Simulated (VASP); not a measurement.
# Ba (P4/nmm) in VASP: further runs

Ba is run at these levels: PBE; tasks: single point, relaxation of cell and atoms.

Everything below comes from runs of VASP 6.6.1. Logs are shortened: lines on timing, memory, paths and dates and some standing lists are left out, and cuts for length are marked.

## Step 1: The cell of the first run

It takes space group P4/nmm (No. 129, tetragonal). The conventional cell has a = 4.965 Å, b = 4.965 Å, c = 5.957 Å, α = 90.00°, β = 90.00°, γ = 90.00°. Ba (site symmetry 4mm) has 4 Ba at 3.52 Å within 4.6 Å.

The cell was generated, and may not be a known phase.

## Step 2: Single point, PBE

Contents of INCAR:

```
  PREC = Accurate
  ENCUT = 520
  EDIFF = 1E-7
  ISMEAR = 0
  SIGMA = 0.1
  LREAL = F
  LASPH = T
  NELM = 80
  ALGO = Normal
  ISIF = 2
  LWAVE = F
  LCHARG = F
  GGA = PE
  NBANDS = 17
```

Contents of KPOINTS:

```
regular mesh
0
Gamma
  4 4 4
```

Contents of POSCAR:

```
Ba
1.0
    4.9651290800      0.0000000000      0.0000000000
    0.0000000000      4.9651290800      0.0000000000
    0.0000000000      0.0000000000      5.9573409700
Ba
2
Direct
    0.5000000000      0.0000000000      0.0196016900
    0.0000000000      0.5000000000      0.9803983100
```

Potentials or basis: VASP PAW PBE potentials, release 64 (Ba_sv).

The run is started by

```sh
$ cat potpaw_PBE.64/Ba_sv/POTCAR > POTCAR
$ mpirun -np 1 vasp_std > vasp.out
```

OUTCAR:

```text
PREC = Accurate
   ENCUT = 520
   EDIFF = 1E-7
   ISMEAR = 0
   LREAL = F
   LASPH = T
   NELM = 80
   ISIF = 2
   GGA = PE

 ion  position               nearest neighbor table
   1  0.500  0.000  0.020-   2 3.52   2 3.52   2 3.52   2 3.52
   2  0.000  0.500  0.980-   1 3.52   1 3.52   1 3.52   1 3.52

  LATTYP: Found a simple tetragonal cell.
 ALAT       =     4.9651290800
 C/A-ratio  =     1.1998360715

  Lattice vectors:

 A1 = (   4.9651290800,   0.0000000000,   0.0000000000)
 A2 = (   0.0000000000,   4.9651290800,   0.0000000000)
 A3 = (   0.0000000000,   0.0000000000,   5.9573409700)

Analysis of symmetry for initial positions (statically):
=====================================================================
 Subroutine PRICEL returns:
 Original cell was already a primitive cell.

 Routine SETGRP: Setting up the symmetry group for a
 simple tetragonal supercell.

 Subroutine GETGRP returns: Found 16 space group operations
 (whereof  8 operations were pure point group operations)
 out of a pool of 16 trial point group operations.

The static configuration has the point symmetry D_2d.
 The point group associated with its full space group is D_4h.

Analysis of symmetry for dynamics (positions and initial velocities):
=====================================================================
 Subroutine PRICEL returns:
 Original cell was already a primitive cell.

 Routine SETGRP: Setting up the symmetry group for a
 simple tetragonal supercell.

 Subroutine GETGRP returns: Found 16 space group operations
 (whereof  8 operations were pure point group operations)
 out of a pool of 16 trial point group operations.

The dynamic configuration has the point symmetry D_2d.
 The point group associated with its full space group is D_4h.

 Subroutine INISYM returns: Found 16 space group operations
 (whereof  8 operations are pure point group operations),
 and found     1 'primitive' translations

----------------------------------------------------------------------------------------

                                     Primitive cell

  volume of cell :     146.8634

  direct lattice vectors                    reciprocal lattice vectors
     4.965129080  0.000000000  0.000000000     0.201404633  0.000000000  0.000000000
     0.000000000  4.965129080  0.000000000     0.000000000  0.201404633  0.000000000
     0.000000000  0.000000000  5.957340970     0.000000000  0.000000000  0.167860125

  length of vectors
     4.965129080  4.965129080  5.957340970     0.201404633  0.201404633  0.167860125

  position of ions in fractional coordinates (direct lattice)
     0.500000000  0.000000000  0.019601690
     0.000000000  0.500000000  0.980398310

  ion indices of the primitive-cell ions
   primitive index   ion index
                 1           1
                 2           2

----------------------------------------------------------------------------------------

 KPOINTS: regular mesh

Automatic generation of k-mesh.
 Grid dimensions read from file:
 generate k-points for:    4    4    4

 Generating k-lattice:

  Cartesian coordinates                     Fractional coordinates (reciprocal lattice)
     0.050351158  0.000000000  0.000000000     0.250000000  0.000000000  0.000000000
     0.000000000  0.050351158  0.000000000     0.000000000  0.250000000  0.000000000
     0.000000000  0.000000000  0.041965031     0.000000000  0.000000000  0.250000000

  Length of vectors
     0.050351158  0.050351158  0.041965031

  Shift w.r.t. Gamma in fractional coordinates (k-lattice)
     0.000000000  0.000000000  0.000000000

 Subroutine IBZKPT returns following result:
 ===========================================

 Found     18 irreducible k-points:

 Following reciprocal coordinates:
            Coordinates               Weight
  0.000000  0.000000  0.000000      1.000000
  0.250000  0.000000  0.000000      4.000000
  0.500000  0.000000  0.000000      2.000000
  0.250000  0.250000  0.000000      4.000000
  0.500000  0.250000  0.000000      4.000000
  0.500000  0.500000  0.000000      1.000000
[... 10 lines left out ...]
  0.500000  0.250000  0.500000      4.000000
  0.500000  0.500000  0.500000      1.000000
   k-points           NKPTS =     18   k-points in BZ     NKDIM =     18   number of bands    NBANDS=     17
   number of dos      NEDOS =    301   number of ions     NIONS =      2
   total plane-waves  NPLWV =  76800
   dimension x,y,z NGX =    40 NGY =   40 NGZ =   48
   dimension x,y,z NGXF=    80 NGYF=   80 NGZF=   96
   ions per type =               2
   NGX,Y,Z   is equivalent  to a cutoff of  13.39, 13.39, 13.39 a.u.
   NGXF,Y,Z  is equivalent  to a cutoff of  26.79, 26.79, 26.79 a.u.
 SYSTEM =  unknown system
   PREC   = accura    normal or accurate (medium, high low for compatibility)
   ISTART =      0    job   : 0-new  1-cont  2-samecut
   ICHARG =      2    charge: 1-file 2-atom 10-const
   ISPIN  =      1    spin polarized calculation?
   LNONCOLLINEAR =      F non collinear calculations
   LSORBIT =      F    spin-orbit coupling
   LASPH  =      T    aspherical Exc in radial PAW
   ENCUT  =  520.0 eV  38.22 Ry    6.18 a.u.   9.23  9.23 11.08*2*pi/ulx,y,z
   NELM   =     80;   NELMIN=  2; NELMDL= -5     # of ELM steps
   EDIFF  = 0.1E-06   stopping-criterion for ELM
   LREAL  =      F    real-space projection
   EDIFFG = 0.1E-05   stopping-criterion for IOM
   NSW    =      0    number of steps for IOM
   IBRION =     -1    ionic relax: 0-MD 1-quasi-New 2-CG
   NFREE  =      0    steps in history (QN), initial steepest desc. (CG)
   ISIF   =      2    stress and relaxation
   ISYM   =      2    0-nonsym 1-usesym 2-fastsym
   POTIM  = 0.5000    time-step for ionic-motion
   TEBEG  =    0.0;   TEEND  =   0.0 temperature during run
   PSTRESS=    0.0 pullay stress
   NELECT =      20.0000    total number of electrons
   NUPDOWN=      -1.0000    fix difference up-down
   EMIN   =  10.00;   EMAX   =-10.00  energy-range for DOS
   EFERMI =   0.00;   METHOD = LEGACY
   ISMEAR =     0;   SIGMA  =   0.10  broadening in eV -4-tet -1-fermi 0-gaus
   EFERMI_NEDOS =   21; number of points for ismear=-14 and -15
   IALGO  =     38    algorithm
   IMIX   =      4    mixing-type and parameters
     AMIX     =   0.40;   BMIX     =  1.00
     AMIX_MAG =   1.60;   BMIX_MAG =  1.00
  volume/ion in A,a.u.               =      73.43       495.54
  Fermi-wavevector in a.u.,A,eV,Ry     =   0.842262  1.591644  9.652035  0.709405
  Thomas-Fermi vector in A             =   1.956939
   LORBIT       =      0    0 simple, 1 ext, 2 COOP (PROOUT), +10 PAW based schemes
   GGA     = PE    functional components
   LHFCALC =     F    Hartree Fock is set to
   AEXX    =    0.0000 exact exchange contribution
   IVDW    =     0    specifies the selected vdW correction
   LEPSILON=     F    determine dielectric tensor
   LRPA    =     F    only Hartree local field effects (RPA)
 non-spin polarized calculation
 Gauss-broadening in eV      SIGMA  =   0.10
  energy-cutoff  :      520.00
  volume of cell :      146.86
 maximum number of plane-waves:      3984
 NGX is ok and might be reduce to    40
   NGX = 19   NGY = 19   NGZ = 23

 number of electron      20.0000003 magnetization

 Free energy of the ion-electron system (eV)
  ---------------------------------------------------
  ext. energy  EPLUGINS =         0.00000000
  ---------------------------------------------------
  free energy    TOTEN  =        -1.88162909 eV

  energy without entropy =       -1.85523989  energy(sigma->0) =       -1.86843449

 E-fermi :   0.8794     XC(G=0):  -6.6409

 val. band max:        0.8528360390   @ k =   0.0000   0.0000   0.5000
 cond. band min:       0.9163525465   @ k =   0.2500   0.0000   0.5000
 fundamental gap:      0.0635165075
 Fermi energy:         0.8794403991

 k-point     1 :       0.0000    0.0000    0.0000
  band No.  band energies     occupation
      1     -28.3354      2.00000
      2     -27.9336      2.00000
      3     -14.0507      2.00000
      4     -14.0507      2.00000
      5     -13.5627      2.00000
      6     -13.1330      2.00000
[... 9 lines left out ...]
     16       4.2578      0.00000
     17       5.4157      0.00000

 k-point     2 :       0.2500    0.0000    0.0000
  band No.  band energies     occupation
      1     -28.2775      2.00000
      2     -27.9934      2.00000
      3     -13.9082      2.00000
      4     -13.8731      2.00000
      5     -13.4907      2.00000
      6     -13.2086      2.00000
[... 9 lines left out ...]
     16       3.2192      0.00000
     17       4.5414      0.00000

 k-point     3 :       0.5000    0.0000    0.0000
  band No.  band energies     occupation
      1     -28.1364      2.00000
      2     -28.1364      2.00000
      3     -13.5119      2.00000
      4     -13.5119      2.00000
      5     -13.4084      2.00000
      6     -13.4084      2.00000
[... 9 lines left out ...]
     16       2.9746      0.00000
     17       3.8257      0.00000

 k-point     4 :       0.2500    0.2500    0.0000
  band No.  band energies     occupation
      1     -28.2350      2.00000
      2     -28.0340      2.00000
      3     -14.1939      2.00000
      4     -13.5649      2.00000
      5     -13.4756      2.00000
      6     -13.2926      2.00000
[... 9 lines left out ...]
     16       3.6299      0.00000
     17       3.9943      0.00000
[... 223 lines left out ...]
      1     -28.2348      2.00000
      2     -28.0338      2.00000
      3     -14.1927      2.00000
      4     -13.5644      2.00000
      5     -13.4858      2.00000
      6     -13.2932      2.00000
[... 9 lines left out ...]
     16       3.4395      0.00000
     17       4.0638      0.00000

 k-point    17 :       0.5000    0.2500    0.5000
  band No.  band energies     occupation
      1     -28.1333      2.00000
      2     -28.1333      2.00000
      3     -14.0770      2.00000
      4     -14.0770      2.00000
      5     -13.3512      2.00000
      6     -13.3512      2.00000
[... 9 lines left out ...]
     16       3.4752      0.00000
     17       3.6822      0.00000

 k-point    18 :       0.5000    0.5000    0.5000
  band No.  band energies     occupation
      1     -28.1305      2.00000
      2     -28.1305      2.00000
      3     -14.3277      2.00000
      4     -14.3277      2.00000
      5     -13.3445      2.00000
      6     -13.3445      2.00000
[... 9 lines left out ...]
     16       3.7954      0.00000
     17       3.9629      0.00000

------------------------ aborting loop because EDIFF is reached ----------------------------------------

  FORCE on cell =-STRESS in cart. coord.  units (eV):
  Direction    XX          YY          ZZ          XY          YZ          ZX
  --------------------------------------------------------------------------------------
  -------------------------------------------------------------------------------------
  Total        2.7965710      2.7965710     -2.3503687      0.0000000     -0.0000000      0.0000000
  in kB       30.5086428     30.5086428    -25.6408863      0.0000000     -0.0000000      0.0000000
  external PRESSURE =      11.7921331 kB  Pullay stress =       0.0000000 kB

 VOLUME and BASIS-vectors are now :
 -----------------------------------------------------------------------------
  energy-cutoff  :      520.00
  volume of cell :      146.86
      direct lattice vectors                 reciprocal lattice vectors
     4.965129080  0.000000000  0.000000000     0.201404633  0.000000000  0.000000000
     0.000000000  4.965129080  0.000000000     0.000000000  0.201404633  0.000000000
     0.000000000  0.000000000  5.957340970     0.000000000  0.000000000  0.167860125

 POSITION                                       TOTAL-FORCE (eV/Angst)
 -----------------------------------------------------------------------------------
      2.48256      0.00000      0.11677        -0.000000      0.000000      0.169125
      0.00000      2.48256      5.84057         0.000000      0.000000     -0.169125
 -----------------------------------------------------------------------------------
    total drift:                                0.000000      0.000000     -0.000000

  FREE ENERGIE OF THE ION-ELECTRON SYSTEM (eV)
  ---------------------------------------------------
  free  energy   TOTEN  =        -1.8816290905 eV

  energy  without entropy=       -1.8552398895  energy(sigma->0) =       -1.86843449
```

It took 57 s on 1 thread of Oxide Virtual Turin-like, shared host; peak memory 0.22 GiB.

Results:

* Free energy: -1.8816 eV
* Pressure: 1.2 GPa
* Largest force: 0.169 eV/Å
* Band gap on the k mesh: zero (bands 10 and 11 overlap by 0.26 eV)

Forces in eV/Å, atoms in the order of the input:
```
Ba   0.000  0.000  0.169
Ba   0.000  0.000 -0.169
```

Stress tensor (GPa, compression positive):
```
 3.05  0.00  0.00
 0.00  3.05  0.00
 0.00  0.00 -2.56
```

Caveat: the stress differs along the axes, from -3 to 3 GPa; spin-orbit coupling is left out, which moves the levels of the heavy elements.

## Step 3: Relaxation of cell and atoms, PBE

Contents of INCAR:

```
SYSTEM = Ba
  PREC = Accurate
  ENCUT = 600
  EDIFF = 1E-6
  ISMEAR = 0
  SIGMA = 0.1
  LREAL = .FALSE.
  LASPH = .TRUE.
  NELM = 100
  ALGO = Normal
  ISIF = 3
  LWAVE = .FALSE.
  LCHARG = .FALSE.
  GGA = PE
  IBRION = 2
  NSW = 90
  EDIFFG = -0.04
```

Contents of KPOINTS:

```
regular mesh
0
G
  4 4 4
  0 0 0
```

POSCAR is that of step 2.

Potentials or basis: VASP PAW PBE potentials, release 64 (Ba_sv).

The run is started by

```sh
$ cat potpaw_PBE.64/Ba_sv/POTCAR > POTCAR
$ mpirun -np 1 vasp_std > vasp.out
```

Wall time 23 min (1 thread of Oxide Virtual Turin-like, shared host); peak memory 0.27 GiB.

The run converged. Its results:

```
Free energy                           : -3.8385 eV
Relaxed volume                        : 64.13 Å³/atom
Relaxed cell                          : a = 5.058 Å, b = 5.058 Å, c = 5.013 Å, α = 90.00°, β = 90.00°, γ = 90.00°
Space group after relaxing (to 0.1 Å) : Im-3m (No. 229)
Energy gained by relaxing             : 978.4 meV/atom
Ionic steps                           : 45
Pressure after relaxing               : -0.1 GPa
Largest force after relaxing          : 0.038 eV/Å
Band gap on the k mesh                : zero (bands 10 and 11 overlap by 1.00 eV)
```

Forces on the atoms (eV/Å):
```
Ba   0.000  0.000  0.038
Ba   0.000  0.000 -0.038
```

Step by step:
```
step  energy change (eV)  largest force (eV/Å)  pressure (GPa)  volume (Å³)
   1              0.0000                0.1682            1.18       146.86
   3             -0.9580                0.1343           -1.22       177.00
   5             -1.2098                0.1062           -0.83       149.66
   7             -1.2184                0.1048           -0.79       145.57
   9             -1.2863                0.1255           -0.39       130.93
  11             -1.3029                0.1297            0.03       121.49
  13             -1.3062                0.1403            0.02       121.50
  15             -1.3409                0.2051            0.27       117.84
  17             -1.3627                0.1736            0.84       113.00
  19             -1.3658                0.1776            0.89       112.82
  21             -1.3791                0.2100            1.05       112.11
  23             -1.4477                0.1951            1.48       109.30
  25             -1.4458                0.0062            1.77       107.70
  27             -1.4685                0.0498            1.62       108.56
  29             -1.5611                0.0174            1.60       108.96
  31             -1.5644                0.1950            1.47       109.08
  33             -1.6033                0.0973            1.38       110.54
  35             -1.8377                0.0577            0.36       124.40
  37             -1.8793                0.1374           -0.35       133.77
  39             -1.8973                0.1248           -0.19       131.21
  41             -1.9086                0.0799            1.23       113.95
  43             -1.9515                0.0796            0.22       124.40
  45             -1.9567                0.0377           -0.08       128.25
```

Final structure:
```
Ba
1.0
     5.05809    0.00000    0.00000
     0.00000    5.05809    0.00000
     0.00000    0.00000    5.01296
Ba
2
Cartesian
  2.5290 0.0000 1.2391
  0.0000 2.5290 3.7739
```

Levels at points of the mesh, in eV from the Fermi level:
```
           k point  band 7  band 8  band 9  band 10  band 11  band 12  band 13  band 14
(0.00, 0.00, 0.00)  -13.99  -13.99   -2.86    -0.64    -0.63     1.66     1.71     3.03
(0.50, 0.00, 0.00)  -14.14  -14.14   -1.04    -1.04     0.63     0.63     1.77     1.77
(0.50, 0.50, 0.00)  -13.99  -13.99   -1.00    -1.00     0.61     0.61     1.06     1.06
(0.00, 0.00, 0.50)  -14.13  -14.13   -1.03    -1.01     0.61     0.69     1.70     1.70
(0.50, 0.00, 0.50)  -14.00  -14.00   -0.99    -0.99     0.56     0.56     1.09     1.09
(0.50, 0.50, 0.50)  -14.20  -14.20    0.37     0.37     0.39     0.39     0.41     0.41
```

Caveat: a cell axis changed by over 15 % at a fixed basis, so the end point is rough; spin-orbit coupling is left out, which moves the levels of the heavy elements.

The gap in the log of VASP goes by the Fermi energy; the results here count the filled bands.